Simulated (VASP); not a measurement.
A run of VASP 6.6.1 is set up as follows.

Contents of INCAR:

```
SYSTEM = Nb
PREC = Accurate
ENCUT = 520
EDIFF = 1E-6
ISMEAR = -1
SIGMA = 0.06122561905347299
LREAL = .FALSE.
LASPH = .TRUE.
NELM = 80
ALGO = Normal
ISIF = 2
LWAVE = .FALSE.
LCHARG = .TRUE.
GGA = PE
LELF = .TRUE.
LVHAR = .TRUE.
NBANDS = 20
```

The input KPOINTS:

```
regular mesh
0
G
  11 11 11
  0 0 0
```

Contents of POSCAR:

```
Nb
1.0
    0.0000000000      3.0137474067      3.0137474067
    3.0137474067      0.0000000000      3.0137474067
    3.0137474067      3.0137474067      0.0000000000
Nb
2
Direct
    0.0000000000      0.0000000000      0.0000000000
    0.2500000000      0.2500000000      0.2500000000
```

Potentials or basis: VASP PAW PBE potentials, release 64 (Nb_sv).

The run is started by

```console
$ cat potpaw_PBE.64/Nb_sv/POTCAR > POTCAR
$ mpirun -np 1 vasp_std > vasp.out
```

**Question.** What does it give for the pressure?

**Answer.** -3.5 GPa.

**Question.** Predict the band gap on the k mesh.

**Answer.** Zero (band 13 reaches 6.38 eV, above the bottom of band 14 at 5.50 eV).
